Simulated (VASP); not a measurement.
Write the native input for VASP 6.6.1 that does the following.

* Task: electric field gradients
* Functional: LDA
* Potentials or basis: VASP PAW LDA potentials, release 64 (Ga_d, As)
* Cutoff: 520 eV
* k mesh: 10 × 10 × 10
* Occupations: fermi-dirac, width 0.08 eV
* Spin: no spin polarisation
* Dipole correction: no
* Further INCAR settings: ALGO = Normal; EDIFF = 1e-08; NBANDS = 16

The structure of GaAs lies in POSCAR:

```
GaAs
1.0
    0.0000000000      2.8822925071      2.8822925071
    2.8822925071      0.0000000000      2.8822925071
    2.8822925071      2.8822925071      0.0000000000
Ga As
1 1
Direct
    0.0000000000      0.0000000000      0.0000000000
    0.7500000000      0.7500000000      0.7500000000
```

This cell differs from its parent crystal: volume scaled by 1.06.

One way to write it, as run:

INCAR

```
SYSTEM = GaAs
ALGO = Normal
EDIFF = 1E-8
ENCUT = 520
GGA = CA
ISIF = 2
ISMEAR = -1
LASPH = .True.
LCHARG = .False.
LEFG = .True.
LREAL = .False.
LWAVE = .False.
NBANDS = 16
NELM = 60
PREC = Accurate
SIGMA = 0.08
```

KPOINTS

```
k-points
0
Gamma
  10 10 10
  0 0 0
```

Potentials or basis: VASP PAW LDA potentials, release 64 (Ga_d, As).

Launch:

```sh
$ cat potpaw_LDA.64/Ga_d/POTCAR potpaw_LDA.64/As/POTCAR > POTCAR
$ mpirun -np 1 vasp_std > vasp.out
```

Results of the run:

The pressure is -4.9 GPa and the band gap on the k mesh is zero (filled and empty bands touch).

Caveat: without QUAD_EFG the Cq values of the log hold for a quadrupole moment of 1 mb, not for the nuclei.

It took 14 s on 1 thread of Intel(R) Xeon(R) 6975P-C (Granite Rapids) (shared host), peak memory 0.17 GiB.
